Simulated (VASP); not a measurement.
KCdI3:

```
CELL_PARAMETERS angstrom
5.87762 0.00000 0.00000
0.00000 5.87762 0.00000
0.00000 0.00000 5.98285
ATOMIC_POSITIONS crystal
K 0.00000 0.00000 0.00000
Cd 0.50000 0.50000 0.50000
I 0.50000 0.50000 0.00000
I 0.50000 0.00000 0.50000
I 0.00000 0.50000 0.50000
```

This cell differs from its parent crystal: epitaxial xy strain -1.0%.

Base run:

```yaml
Program: VASP 6.6.1
Functional: PBE
Potentials_or_basis: VASP PAW PBE potentials, release 64 (K_sv, Cd, I)
Cutoff: 520 eV
k_mesh: 4 × 4 × 4
Occupations: fermi-dirac, width 0.02 eV
Spin: no spin polarisation
```

Its results: band gap on the k mesh zero (band 21 reaches 1.03 eV, above the bottom of band 22 at 0.76 eV); pressure 0.9 GPa.

The run is repeated on the same cell with these changes: functional from PBE to r2SCAN. What comes out?

Band gap on the k mesh 0.16 eV, indirect (least direct gap 0.68 eV); pressure 0.4 GPa.

r2SCAN gives the wider gap, since meta-GGAs in the generalised Kohn-Sham scheme recover part of the derivative discontinuity.

Caveats: spin-orbit coupling is left out, which moves the levels of the heavy elements; the PAW data sets were made with another functional, which shifts forces and pressure a little (some runs).

A k mesh can miss the band edges.
